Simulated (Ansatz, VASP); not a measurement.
**Two plane-wave programs on SbTe2O3**

INCAR

```
PREC     = Accurate       # precision mode
ENCUT    = 520            # plane-wave cutoff, eV
EDIFF    = 1E-6           # SCF threshold, eV
ISMEAR   = 0              # smearing method
SIGMA    = 0.1            # smearing width, eV
LREAL    = F              # projectors in reciprocal space
LASPH    = T              # aspherical terms in the spheres
NELM     = 100            # most SCF steps
ALGO     = Normal         # electronic algorithm
ISIF     = 2              # what is computed and relaxed
LWAVE    = F              # write WAVECAR
LCHARG   = F              # write CHGCAR
GGA      = PE             # functional
NBANDS   = 26             # bands
```

The input KPOINTS:

```
regular mesh
0
Gamma
  3 3 6
```

POSCAR

```
SbTe2O3
1.0
    6.2798034600      0.0000000000      0.0000000000
   -3.1399017300      5.4384693300      0.0000000000
    0.0000000000      0.0000000000      3.3983882600
Sb Te O
1 2 3
Direct
    0.0000000000      0.0000000000      0.0000000000
    0.3333333300      0.6666666700      0.0000000000
    0.6666666700      0.3333333300      0.0000000000
    0.5000000000      0.0000000000      0.5000000000
    0.5000000000      0.5000000000      0.5000000000
    0.0000000000      0.5000000000      0.5000000000
```

Input for Ansatz:

```yaml
crystal:
  lattice:
    - [6.27980346, 0.0, 0.0]
    - [-3.13990173, 5.43846933, 0.0]
    - [0.0, 0.0, 3.39838826]
  atoms:
    - { symbol: Sb, position: [0.0, 0.0, 0.0] }
    - { symbol: Te, position: [0.33333333, 0.66666667, 0.0] }
    - { symbol: Te, position: [0.66666667, 0.33333333, 0.0] }
    - { symbol: O, position: [0.5, 0.0, 0.5] }
    - { symbol: O, position: [0.5, 0.5, 0.5] }
    - { symbol: O, position: [0.0, 0.5, 0.5] }
basis:
  ecutwfc: 420
kpoints:
  mp_grid: { grid: [3, 3, 6] }
hamiltonian:
  xc: pbe
scf:
  occupations: { method: gaussian, width: 0.1 }
  lower_state_search: "off"
output:
  forces: true
  stress: true
  eigenvalues: true
```

Change from the starting cell: species swapped into the CeB2Ru3 type (P6/mmm, No. 191).

Alike in both runs: task single point; functional PBE; k mesh 3 × 3 × 6; occupations gaussian, width 0.1 eV; no spin polarisation.

```csv
,VASP,Ansatz
version,VASP 6.6.1,Ansatz 0.2.0
potentials or method,"VASP PAW PBE potentials, release 64 (Sb, Te, O), cutoff 520 eV","scalar-relativistic, plane waves, PAW"
valence electrons in the cell,35,65
```

Ansatz gave:

- gap on the k mesh at the Fermi level (eV): none
- pressure (GPa): -11.0
- traceless stress, the component that is largest in VASP (GPa): -1.12

**Question.** Estimate VASP's values.

**Answer.** gap on the k mesh at the Fermi level (eV): none; pressure (GPa): -11.3; traceless stress, the component that is largest in VASP (GPa): -1.22.

A gap of «none» marks a metal or a gap that the smearing closes. VASP's potentials hold 35 valence electrons a cell and Ansatz's 65, so a difference there can come from the potentials and not from the codes.

The k mesh is coarse, so the values compare programs but aren't converged. Neither program's run includes spin-orbit coupling.
